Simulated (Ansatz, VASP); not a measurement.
## One calculation of KF, two programs

File INCAR:

```
PREC = Accurate
ENCUT = 520
EDIFF = 1E-6
ISMEAR = 0
SIGMA = 0.05
LREAL = F
LASPH = T
NELM = 100
ALGO = Normal
ISIF = 2
LWAVE = F
LCHARG = F
NBANDS = 15
```

The input KPOINTS:

```
Automatic mesh
0
Gamma
  9 9 9
```

Contents of POSCAR:

```
KF
1.0
    0.0000000000      2.6718500000      2.6718500000
    2.6718500000      0.0000000000      2.6718500000
    2.6718500000      2.6718500000      0.0000000000
K F
1 1
Direct
    0.0000000000      0.0000000000      0.0000000000
    0.5000000000      0.5000000000      0.5000000000
```

Contents of input.yaml:

```yaml
crystal:
  lattice:
    - [0.0, 2.67185, 2.67185]
    - [2.67185, 0.0, 2.67185]
    - [2.67185, 2.67185, 0.0]
  atoms:
    - { symbol: K, position: [0.0, 0.0, 0.0] }
    - { symbol: F, position: [0.5, 0.5, 0.5] }
kpoints:
  mp_grid: { grid: [9, 9, 9] }
scf:
  occupations: { method: gaussian, width: 0.05 }
hamiltonian:
  xc: lda
  pseudopotentials: { kind: all_electron, lapw: { basis_error: 0.001 } }
output:
  forces: true
  stress: true
  eigenvalues: true
```

Alike in both runs: task single point; functional LDA; k mesh 9 × 9 × 9; occupations gaussian, width 0.05 eV; no spin polarisation.

```csv
,VASP,Ansatz
version,VASP 6.6.1,Ansatz 0.2.0
potentials or method,"VASP PAW LDA potentials, release 64 (K_sv, F), cutoff 520 eV","all-electron LAPW, scalar-relativistic"
```

VASP gave:

```
gap on the k mesh at the Fermi level (eV) : 5.79
least direct gap on the mesh (eV)         : 5.79
pressure (GPa)                            : -3.4
```

Question: What did Ansatz give for the same quantities?

Answer: gap on the k mesh at the Fermi level (eV): 5.80; least direct gap on the mesh (eV): 5.80; pressure (GPa): -3.5.

LDA's correlation is that of Perdew and Zunger in VASP and of Perdew and Wang (1992) in Ansatz. Ansatz ran all-electron here, and VASP with PAW potentials.
